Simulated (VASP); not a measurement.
Set up this calculation in VASP 6.6.1, as the native input.

```
Task                   : single point
Functional             : revPBE
Potentials or basis    : VASP PAW PBE potentials, release 64 (Si, C)
Cutoff                 : 520 eV
k mesh                 : 10 × 10 × 5
Occupations            : fermi-dirac, width 0.05 eV
Spin                   : no spin polarisation
Dipole correction      : no
Further INCAR settings : ALGO = Normal; EDIFF = 1e-06; NBANDS = 16
```

The structure of SiC (Moissanite) lies in POSCAR:

```
SiC
1.0
    3.0132068704      0.0000000000      0.0000000000
   -1.5066034352      2.6095136966      0.0000000000
    0.0000000000      0.0000000000      4.9449506768
Si C
2 2
Direct
    0.6666666667      0.3333333333      0.5000000000
    0.3333333333      0.6666666667      0.0000000000
    0.6666666667      0.3333333333      0.8850000000
    0.3333333333      0.6666666667      0.3850000000
```

These files were run (other wordings do the same):

INCAR

```
ALGO = Normal ; EDIFF = 1E-6
ENCUT = 520 ; GGA = RE
ISIF = 2 ; ISMEAR = -1
LASPH = T ; LCHARG = F
LREAL = F ; LWAVE = F
NBANDS = 16 ; NELM = 100
PREC = Accurate ; SIGMA = 0.05
```

KPOINTS

```
k-points
0
Gamma
  10 10 5
```

Potentials or basis: VASP PAW PBE potentials, release 64 (Si, C).

The run is started by

```bash
$ cat potpaw_PBE.64/Si/POTCAR potpaw_PBE.64/C/POTCAR > POTCAR
$ mpirun -np 1 vasp_std > vasp.out
```

Results of the run:

```
Pressure               : 21.7 GPa
Largest force          : 0.859 eV/Å
Band gap on the k mesh : 2.40 eV, indirect (least direct gap 4.22 eV)
```

Caveat: the PAW data sets were made with another functional, which shifts forces and pressure a little.

Wall time 28 s on 1 thread of Intel(R) Xeon(R) Platinum 8259CL CPU @ 2.50GHz (Skylake/Cascade Lake), on a shared host, peak memory 0.16 GiB.
